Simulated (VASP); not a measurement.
LiH, 4 atoms in the cell. Symmetry: P6_3/mmc, No. 194, hexagonal system. The conventional cell has a = 3.081 Å, b = 3.081 Å, c = 4.068 Å, α = 90.00°, β = 90.00°, γ = 120.00°. Within 2.4 Å of Li (site symmetry -6m2) lie 5 H at 1.78 to 2.03 Å. Within 2.4 Å of H (site symmetry -6m2) lie 5 Li at 1.78 to 2.03 Å.  This cell differs from its parent crystal: biaxial xy strain -5.4%.

| Item | Value |
| --- | --- |
| Program | VASP 6.6.1 |
| Task | single point |
| Functional | HSE06 |
| Potentials or basis | VASP PAW PBE potentials, release 64 (Li_sv, H) |
| Cutoff | 520 eV |
| k mesh | 6 × 6 × 4 |
| Occupations | gaussian, width 0.01 eV |
| Spin | no spin polarisation |
| Dipole correction | no |
| Grid for exact exchange (PRECFOCK) | Normal |
| Further INCAR settings | ALGO = Normal; EDIFF = 1e-06; NBANDS = 12 |
| Share of exact exchange | 0.25 |
| Screening parameter | 0.2079 1/Å |

Potentials or basis: VASP PAW PBE potentials, release 64 (Li_sv, H).

Launch:

```console
$ cat potpaw_PBE.64/Li_sv/POTCAR potpaw_PBE.64/H/POTCAR > POTCAR
$ cp INCAR.step1 INCAR
$ mpirun -np 1 vasp_std > vasp.out
$ cp INCAR.step2 INCAR
$ mpirun -np 1 vasp_std > vasp.out
```

Hardware: 1 thread of Intel Xeon 8259CL (shared host).

How long does it take, and how much memory?

It took 9.1 min on 1 thread of Intel Xeon 8259CL, with other jobs on the host, peak memory 0.25 GiB. Counts: k points 21.
